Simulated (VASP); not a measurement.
# Cs3GaAs6 (Fm-3m) in VASP: single point with r2SCAN

Aim: the single point of Cs3GaAs6 with r2SCAN.

Program: VASP 6.6.1. These are calculated values, not measurements. Logs are shortened: lines on timing, memory, paths and dates and some standing lists are left out, and cuts for length are marked.

## Step 1: The cell of the first run

It takes space group Fm-3m (No. 225, cubic). Conventional cell: a = 10.322 Å, b = 10.322 Å, c = 10.322 Å, α = 90.00°, β = 90.00°, γ = 90.00°. Cs (site symmetry -43m) has 12 As at 3.68 Å and 4 Cs at 4.47 Å and 4 Ga at 4.47 Å within 4.8 Å. Cs (site symmetry m-3m) has 6 As at 3.06 Å within 4.0 Å. Ga (site symmetry m-3m) has 6 As at 2.10 Å within 2.8 Å. Within 2.8 Å of As (site symmetry 4mm) lie 1 Ga at 2.10 Å.

## Step 2: Single point, r2SCAN

Input file POSCAR:

```
Cs3GaAs6
1.0
    0.0000000000      5.1609120000      5.1609120000
    5.1609120000      0.0000000000      5.1609120000
    5.1609120000      5.1609120000      0.0000000000
Cs Ga As
3 1 6
Direct
    0.7500000000      0.7500000000      0.7500000000
    0.2500000000      0.2500000000      0.2500000000
    0.0000000000      0.0000000000      0.0000000000
    0.5000000000      0.5000000000      0.5000000000
    0.2965000000      0.7035000000      0.7035000000
    0.7035000000      0.2965000000      0.7035000000
    0.7035000000      0.2965000000      0.2965000000
    0.2965000000      0.7035000000      0.2965000000
    0.7035000000      0.7035000000      0.2965000000
    0.2965000000      0.2965000000      0.7035000000
```

Input file INCAR.step1:

```
PREC = Accurate
ENCUT = 520
ISMEAR = -1
SIGMA = 0.1
LREAL = False
LASPH = True
NELM = 80
NBANDS = 46
GGA = PE
ALGO = Normal
EDIFF = 1E-4
LWAVE = True
LCHARG = False
```

Input file INCAR.step2:

```
PREC = Accurate
ENCUT = 520
EDIFF = 1E-6
ISMEAR = -1
SIGMA = 0.1
LREAL = False
LASPH = True
NELM = 80
ALGO = Normal
ISIF = 2
LWAVE = False
LCHARG = False
METAGGA = R2SCAN
LMIXTAU = True
NBANDS = 46
ISTART = 1
```

Input file KPOINTS:

```
regular mesh
0
Gamma
  6 6 6
```

Potentials or basis: VASP PAW PBE potentials, release 64 (Cs_sv, Ga_d, As).

Launch:

```bash
$ cat potpaw_PBE.64/Cs_sv/POTCAR potpaw_PBE.64/Ga_d/POTCAR potpaw_PBE.64/As/POTCAR > POTCAR
$ cp INCAR.step1 INCAR
$ mpirun -np 1 vasp_std > vasp.out
$ cp INCAR.step2 INCAR
$ mpirun -np 1 vasp_std > vasp.out
```

OUTCAR:

```text
PREC = Accurate
   ENCUT = 520
   EDIFF = 1E-6
   ISMEAR = -1
   LREAL = False
   LASPH = True
   NELM = 80
   ISIF = 2
   METAGGA = R2SCAN
   ISTART = 1

 ion  position               nearest neighbor table
   1  0.750  0.750  0.750-
   2  0.250  0.250  0.250-
   3  0.000  0.000  0.000-
   4  0.500  0.500  0.500-   5 2.10   6 2.10   7 2.10   8 2.10   9 2.10  10 2.10
   5  0.297  0.703  0.703-   4 2.10
   6  0.703  0.297  0.703-   4 2.10
   7  0.703  0.297  0.297-   4 2.10
   8  0.297  0.703  0.297-   4 2.10
   9  0.703  0.703  0.297-   4 2.10
  10  0.297  0.297  0.703-   4 2.10

  LATTYP: Found a face centered cubic cell.
 ALAT       =    10.3218240000

  Lattice vectors:

 A1 = (   0.0000000000,   5.1609120000,   5.1609120000)
 A2 = (   5.1609120000,   0.0000000000,   5.1609120000)
 A3 = (   5.1609120000,   5.1609120000,   0.0000000000)

Analysis of symmetry for initial positions (statically):
=====================================================================
 Subroutine PRICEL returns:
 Original cell was already a primitive cell.

 Routine SETGRP: Setting up the symmetry group for a
 face centered cubic supercell.

 Subroutine GETGRP returns: Found 48 space group operations
 (whereof 48 operations were pure point group operations)
 out of a pool of 48 trial point group operations.

The static configuration has the point symmetry O_h .

Analysis of symmetry for dynamics (positions and initial velocities):
=====================================================================
 Subroutine PRICEL returns:
 Original cell was already a primitive cell.

 Routine SETGRP: Setting up the symmetry group for a
 face centered cubic supercell.

 Subroutine GETGRP returns: Found 48 space group operations
 (whereof 48 operations were pure point group operations)
 out of a pool of 48 trial point group operations.

The dynamic configuration has the point symmetry O_h .

 Subroutine INISYM returns: Found 48 space group operations
 (whereof 48 operations are pure point group operations),
 and found     1 'primitive' translations

----------------------------------------------------------------------------------------

                                     Primitive cell

  volume of cell :     274.9219

  direct lattice vectors                    reciprocal lattice vectors
     0.000000000  5.160912000  5.160912000    -0.096882101  0.096882101  0.096882101
     5.160912000  0.000000000  5.160912000     0.096882101 -0.096882101  0.096882101
     5.160912000  5.160912000  0.000000000     0.096882101  0.096882101 -0.096882101

  length of vectors
     7.298631745  7.298631745  7.298631745     0.167804722  0.167804722  0.167804722

  position of ions in fractional coordinates (direct lattice)
     0.750000000  0.750000000  0.750000000
     0.250000000  0.250000000  0.250000000
     0.000000000  0.000000000  0.000000000
     0.500000000  0.500000000  0.500000000
     0.296500000  0.703500000  0.703500000
     0.703500000  0.296500000  0.703500000
     0.703500000  0.296500000  0.296500000
     0.296500000  0.703500000  0.296500000
     0.703500000  0.703500000  0.296500000
     0.296500000  0.296500000  0.703500000

  ion indices of the primitive-cell ions
   primitive index   ion index
                 1           1
                 2           2
                 3           3
                 4           4
                 5           5
                 6           6
                 7           7
                 8           8
                 9           9
                10          10

----------------------------------------------------------------------------------------

 KPOINTS: regular mesh

Automatic generation of k-mesh.
 Grid dimensions read from file:
 generate k-points for:    6    6    6

 Generating k-lattice:

  Cartesian coordinates                     Fractional coordinates (reciprocal lattice)
    -0.016147017  0.016147017  0.016147017     0.166666667  0.000000000  0.000000000
     0.016147017 -0.016147017  0.016147017     0.000000000  0.166666667  0.000000000
     0.016147017  0.016147017 -0.016147017     0.000000000  0.000000000  0.166666667

  Length of vectors
     0.027967454  0.027967454  0.027967454

  Shift w.r.t. Gamma in fractional coordinates (k-lattice)
     0.000000000  0.000000000  0.000000000

 Subroutine IBZKPT returns following result:
 ===========================================

 Found     16 irreducible k-points:

 Following reciprocal coordinates:
            Coordinates               Weight
  0.000000  0.000000  0.000000      1.000000
  0.166667  0.000000  0.000000      8.000000
  0.333333  0.000000  0.000000      8.000000
  0.500000  0.000000  0.000000      4.000000
  0.166667  0.166667  0.000000      6.000000
  0.333333  0.166667  0.000000     24.000000
[... 8 lines left out ...]
 -0.333333  0.333333  0.166667     24.000000
 -0.333333  0.500000  0.166667     12.000000
   k-points           NKPTS =     16   k-points in BZ     NKDIM =     16   number of bands    NBANDS=     46
   number of dos      NEDOS =    301   number of ions     NIONS =     10
   total plane-waves  NPLWV = 157464
   dimension x,y,z NGX =    54 NGY =   54 NGZ =   54
   dimension x,y,z NGXF=   108 NGYF=  108 NGZF=  108
   ions per type =               3   1   6
   NGX,Y,Z   is equivalent  to a cutoff of  12.30, 12.30, 12.30 a.u.
   NGXF,Y,Z  is equivalent  to a cutoff of  24.60, 24.60, 24.60 a.u.
 SYSTEM =  unknown system
   PREC   = accura    normal or accurate (medium, high low for compatibility)
   ISTART =      1    job   : 0-new  1-cont  2-samecut
   ICHARG =      0    charge: 1-file 2-atom 10-const
   ISPIN  =      1    spin polarized calculation?
   LNONCOLLINEAR =      F non collinear calculations
   LSORBIT =      F    spin-orbit coupling
   LASPH  =      T    aspherical Exc in radial PAW
   ENCUT  =  520.0 eV  38.22 Ry    6.18 a.u.  13.57 13.57 13.57*2*pi/ulx,y,z
   NELM   =     80;   NELMIN=  2; NELMDL=  0     # of ELM steps
   EDIFF  = 0.1E-05   stopping-criterion for ELM
   LREAL  =      F    real-space projection
[... 7 lines left out ...]
   TEBEG  =    0.0;   TEEND  =   0.0 temperature during run
   PSTRESS=    0.0 pullay stress
   NELECT =      70.0000    total number of electrons
   NUPDOWN=      -1.0000    fix difference up-down
   EMIN   =  10.00;   EMAX   =-10.00  energy-range for DOS
   EFERMI =   0.00;   METHOD = LEGACY
   ISMEAR =    -1;   SIGMA  =   0.10  broadening in eV -4-tet -1-fermi 0-gaus
   EFERMI_NEDOS =   21; number of points for ismear=-14 and -15
   IALGO  =     38    algorithm
   IMIX   =      4    mixing-type and parameters
     AMIX     =   0.40;   BMIX     =  1.00
     AMIX_MAG =   1.60;   BMIX_MAG =  1.00
  volume/ion in A,a.u.               =      27.49       185.53
  Fermi-wavevector in a.u.,A,eV,Ry     =   1.037619  1.960815 14.648743  1.076652
  Thomas-Fermi vector in A             =   2.172065
   LORBIT       =      0    0 simple, 1 ext, 2 COOP (PROOUT), +10 PAW based schemes
   METAGGA = R2SCAN    functional components
   LHFCALC =     F    Hartree Fock is set to
   AEXX    =    0.0000 exact exchange contribution
   IVDW    =     0    specifies the selected vdW correction
   LEPSILON=     F    determine dielectric tensor
   LRPA    =     F    only Hartree local field effects (RPA)
 non-spin polarized calculation
  energy-cutoff  :      520.00
  volume of cell :      274.92
 maximum number of plane-waves:      7463
   NGX = 27   NGY = 27   NGZ = 27

 number of electron      69.9999979 magnetization

 Free energy of the ion-electron system (eV)
  ---------------------------------------------------
  ext. energy  EPLUGINS =         0.00000000
  ---------------------------------------------------
  free energy    TOTEN  =      -165.65657043 eV

  energy without entropy =     -165.39542160  energy(sigma->0) =     -165.52599602

 E-fermi :   3.6569     XC(G=0):  -9.7451

 val. band max:        3.6189745017   @ k =   0.1667   0.1667   0.0000
 cond. band min:       3.6685539638   @ k =   0.1667   0.0000   0.0000
 fundamental gap:      0.0495794621
 Fermi energy:         3.6569091205

 k-point     1 :       0.0000    0.0000    0.0000
  band No.  band energies     occupation
      1     -19.2270      2.00000
      2     -18.4589      2.00000
      3     -18.4358      2.00000
      4     -14.3725      2.00000
      5     -14.3725      2.00000
      6     -13.8807      2.00000
[... 38 lines left out ...]
     45       7.3750      0.00000
     46       7.3750      0.00000

 k-point     2 :       0.1667    0.0000    0.0000
  band No.  band energies     occupation
      1     -19.2260      2.00000
      2     -18.4576      2.00000
      3     -18.4374      2.00000
      4     -14.3726      2.00000
      5     -14.3726      2.00000
      6     -13.8807      2.00000
[... 38 lines left out ...]
     45       7.8055      0.00000
     46       7.8061      0.00000

 k-point     3 :       0.3333    0.0000    0.0000
  band No.  band energies     occupation
      1     -19.2241      2.00000
      2     -18.4539      2.00000
      3     -18.4418      2.00000
      4     -14.3727      2.00000
      5     -14.3727      2.00000
      6     -13.8806      2.00000
[... 38 lines left out ...]
     45       8.3396      0.00000
     46       8.6748      0.00000

 k-point     4 :       0.5000    0.0000    0.0000
  band No.  band energies     occupation
      1     -19.2231      2.00000
      2     -18.4489      2.00000
      3     -18.4471      2.00000
      4     -14.3728      2.00000
      5     -14.3728      2.00000
      6     -13.8806      2.00000
[... 528 lines left out ...]
     45       9.0687      0.00000
     46       9.1303      0.00000

 k-point    15 :      -0.3333    0.3333    0.1667
  band No.  band energies     occupation
      1     -19.2222      2.00000
      2     -18.4484      2.00000
      3     -18.4479      2.00000
      4     -14.3727      2.00000
      5     -14.3726      2.00000
      6     -13.8805      2.00000
[... 38 lines left out ...]
     45       9.0865      0.00000
     46       9.1915      0.00000

 k-point    16 :      -0.3333    0.5000    0.1667
  band No.  band energies     occupation
      1     -19.2219      2.00000
      2     -18.4505      2.00000
      3     -18.4459      2.00000
      4     -14.3726      2.00000
      5     -14.3725      2.00000
      6     -13.8805      2.00000
[... 38 lines left out ...]
     45       9.3395      0.00000
     46       9.4352      0.00000

------------------------ aborting loop because EDIFF is reached ----------------------------------------

  FORCE on cell =-STRESS in cart. coord.  units (eV):
  Direction    XX          YY          ZZ          XY          YZ          ZX
  --------------------------------------------------------------------------------------
  -------------------------------------------------------------------------------------
  Total       31.5929912     31.5929912     31.5929912     -0.0000000      0.0000000     -0.0000000
  in kB      184.1161867    184.1161867    184.1161867     -0.0000000      0.0000000     -0.0000000
  external PRESSURE =     184.1161867 kB  Pullay stress =       0.0000000 kB

 VOLUME and BASIS-vectors are now :
 -----------------------------------------------------------------------------
  energy-cutoff  :      520.00
  volume of cell :      274.92
      direct lattice vectors                 reciprocal lattice vectors
     0.000000000  5.160912000  5.160912000    -0.096882101  0.096882101  0.096882101
     5.160912000  0.000000000  5.160912000     0.096882101 -0.096882101  0.096882101
     5.160912000  5.160912000  0.000000000     0.096882101  0.096882101 -0.096882101

 POSITION                                       TOTAL-FORCE (eV/Angst)
 -----------------------------------------------------------------------------------
      7.74137      7.74137      7.74137         0.000000     -0.000000      0.000000
      2.58046      2.58046      2.58046         0.000000     -0.000000     -0.000000
      0.00000      0.00000      0.00000         0.000000     -0.000000      0.000000
      5.16091      5.16091      5.16091         0.000000     -0.000000     -0.000000
      7.26140      5.16091      5.16091         4.341753     -0.000000      0.000000
      5.16091      7.26140      5.16091         0.000000      4.341753      0.000000
      3.06042      5.16091      5.16091        -4.341753     -0.000000      0.000000
      5.16091      3.06042      5.16091         0.000000     -4.341753      0.000000
      5.16091      5.16091      7.26140         0.000000     -0.000000      4.341753
      5.16091      5.16091      3.06042         0.000000     -0.000000     -4.341753
 -----------------------------------------------------------------------------------
    total drift:                                0.000000      0.000000     -0.000000

  FREE ENERGIE OF THE ION-ELECTRON SYSTEM (eV)
  ---------------------------------------------------
  free  energy   TOTEN  =      -165.6565704350 eV

  energy  without entropy=     -165.3954215963  energy(sigma->0) =     -165.52599602
```

Wall time 8.9 min (1 thread of Intel Xeon 6975P-C (Granite Rapids), shared host); peak memory 0.53 GiB.

Results:

```
Free energy            : -165.6566 eV
Pressure               : 18.4 GPa
Largest force          : 4.342 eV/Å
Band gap on the k mesh : zero (bands 35 and 36 overlap by 0.38 eV)
```

Forces on the atoms (eV/Å):
```
Cs   0.000  0.000  0.000
Cs   0.000  0.000  0.000
Cs   0.000  0.000  0.000
Ga   0.000  0.000  0.000
As   4.342  0.000  0.000
As   0.000  4.342  0.000
As  -4.342  0.000  0.000
As   0.000 -4.342  0.000
As   0.000  0.000  4.342
As   0.000  0.000 -4.342
```

Caveat: the cell stands under pressure; the PAW data sets were made with another functional, which shifts forces and pressure a little; spin-orbit coupling is left out, which moves the levels of the heavy elements.

The gap in the log of VASP goes by the Fermi energy; the results here count the filled bands.